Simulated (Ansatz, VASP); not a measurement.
One calculation of TiSi2, two programs

Contents of INCAR:

```
PREC = Accurate ; ENCUT = 600
EDIFF = 1E-7 ; ISMEAR = -1
SIGMA = 0.05 ; LREAL = F
LASPH = T ; NELM = 100
ALGO = Normal ; ISIF = 3
LWAVE = F ; LCHARG = F
IBRION = 2 ; NSW = 80
EDIFFG = -0.02
```

Contents of KPOINTS:

```
regular mesh
0
Gamma
  6 6 8
```

POSCAR

```
TiSi2
1.0
    4.3746400000      0.0000000000      0.0000000000
   -2.1873200000      3.7885500000      0.0000000000
    0.0000000000      0.0000000000      2.5610100000
Ti Si
1 2
Direct
    0.0000000000      0.0000000000      0.0000000000
    0.3333300000      0.6666700000      0.5000000000
    0.6666700000      0.3333300000      0.5000000000
```

File input.yaml:

```yaml
crystal:
  lattice:
    - [4.37464, 0.0, 0.0]
    - [-2.18732, 3.78855, 0.0]
    - [0.0, 0.0, 2.56101]
  atoms:
    - { symbol: Ti, position: [0.0, 0.0, 0.0] }
    - { symbol: Si, position: [0.33333, 0.66667, 0.5] }
    - { symbol: Si, position: [0.66667, 0.33333, 0.5] }
kpoints:
  mp_grid: { grid: [6, 6, 8] }
scf:
  occupations: { method: fermi_dirac, width: 0.05 }
hamiltonian:
  xc: lda
  pseudopotentials: { kind: all_electron, lapw: { basis_error: 0.002 } }
output:
  forces: true
  stress: true
relax:
  f_tol: 0.02
  max_steps: 60
  cell: {}
```

Alike in both runs: task relaxation of cell and atoms; functional LDA; k mesh 6 × 6 × 8; occupations fermi-dirac, width 0.05 eV; no spin polarisation.

|  | VASP | Ansatz |
| --- | --- | --- |
| version | VASP 6.6.1 | Ansatz 0.2.0 |
| potentials or method | VASP PAW LDA potentials, release 64 (Ti_sv, Si), cutoff 600 eV | all-electron LAPW, scalar-relativistic |

|  | VASP | Ansatz | Ansatz less VASP |
| --- | --- | --- | --- |
| relaxed volume (Å³/atom) | 13.37 | 13.37 | -0.003 |
| relaxed length of the cell vector where the two differ most in proportion (Å) | 2.523 | 2.523 | -0.0004 |

LDA's correlation is that of Perdew and Zunger in VASP and of Perdew and Wang (1992) in Ansatz. Ansatz ran all-electron here, and VASP with PAW potentials.

Noted on Ansatz's run: the k mesh is thin for a metal, which can move the energy by tens of meV per atom.
